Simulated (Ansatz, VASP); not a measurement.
**One calculation of CuW3, two programs**

```
CELL_PARAMETERS angstrom
4.47142 0.00000 0.00000
0.00000 5.51849 0.00000
0.00000 0.00000 4.93888
ATOMIC_POSITIONS crystal
Cu 0.00000 0.00000 0.66637
Cu 0.50000 0.50000 0.33363
W 0.00000 0.23883 0.15919
W 0.00000 0.76117 0.15919
W 0.50000 0.73883 0.84081
W 0.50000 0.26117 0.84081
W 0.50000 0.00000 0.34808
W 0.00000 0.50000 0.65192
```

Alike in both runs: functional PBE; k mesh 4 × 4 × 4; occupations gaussian, width 0.1 eV; no spin polarisation.

Ansatz relaxed the structure, and its values are those at the end. VASP's run is a single point on that final structure, the one shown.

|  | VASP | Ansatz |
| --- | --- | --- |
| version | VASP 6.6.1 | Ansatz 0.2.0 |
| potentials or method | VASP PAW PBE potentials, release 64 (Cu, W_sv), cutoff 520 eV | scalar-relativistic, plane waves, PAW |
| valence electrons in the cell | 106 | 122 |

Ansatz gave:

| Quantity | Value |
| --- | --- |
| gap on the k mesh at the Fermi level (eV) | none |
| pressure (GPa) | 0.0 |
| rms of the force components (eV/Å) | 0.006 |

Question: Which values does VASP return?

Answer: gap on the k mesh at the Fermi level (eV): none; pressure (GPa): 0.6; rms of the force components (eV/Å): 0.008.

A gap of «none» marks a metal or a gap that the smearing closes. VASP's potentials hold 106 valence electrons a cell and Ansatz's 122, so a difference there can come from the potentials and not from the codes.

Spin-orbit coupling is off throughout.
